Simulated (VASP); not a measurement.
The system is MgF2 (rutile type).

```
Mg F
1.0
     4.69311    0.00000    0.00000
     0.00000    4.69311    0.00000
     0.00000    0.00000    3.09745
Mg F
2 4
Direct
  0.00000 0.00000 0.00000
  0.50000 0.50000 0.50000
  0.30500 0.30500 0.00000
  0.69500 0.69500 0.00000
  0.80500 0.19500 0.50000
  0.19500 0.80500 0.50000
```

```yaml
Program: VASP 6.6.1
Task: relaxation of cell and atoms
Functional: PBEsol
Potentials_or_basis: VASP PAW PBE potentials, release 64 (Mg, F)
Cutoff: 600 eV
k_mesh: 7 × 7 × 10
Occupations: fermi-dirac, width 0.08 eV
Spin: no spin polarisation
```

At the start: pressure -4.0 GPa; volume 11.37 Å³/atom.

**Question.** Where does the relaxation end?

**Answer.** Over 5 steps the energy falls by 6.7 meV/atom and the volume is 10.87 Å³/atom (-4.4 %); space group P4_2/mnm (No. 136, to 0.1 Å) before and after.

The path:
```csv
step,energy change (eV),largest force (eV/Å),pressure (GPa),volume (Å³)
1,0.0000,0.0500,-3.99,68.22
2,-0.0379,0.1046,-0.17,65.46
3,-0.0380,0.1075,0.04,65.32
4,-0.0398,0.0457,0.02,65.26
5,-0.0402,0.0015,0.04,65.21
```

Final structure:
```xyz
6
Lattice="4.6210 0.0000 0.0000 0.0000 4.6210 0.0000 0.0000 0.0000 3.0540" Properties=species:S:1:pos:R:3 pbc="T T T"
Mg    4.6210    0.0000    0.0000
Mg    2.3105    2.3105    1.5270
F     1.4011    1.4011    0.0000
F     3.2199    3.2199    0.0000
F     3.7116    0.9094    1.5270
F     0.9094    3.7116    1.5270
```

Caveat: the PAW data sets were made with another functional, which shifts forces and pressure a little.
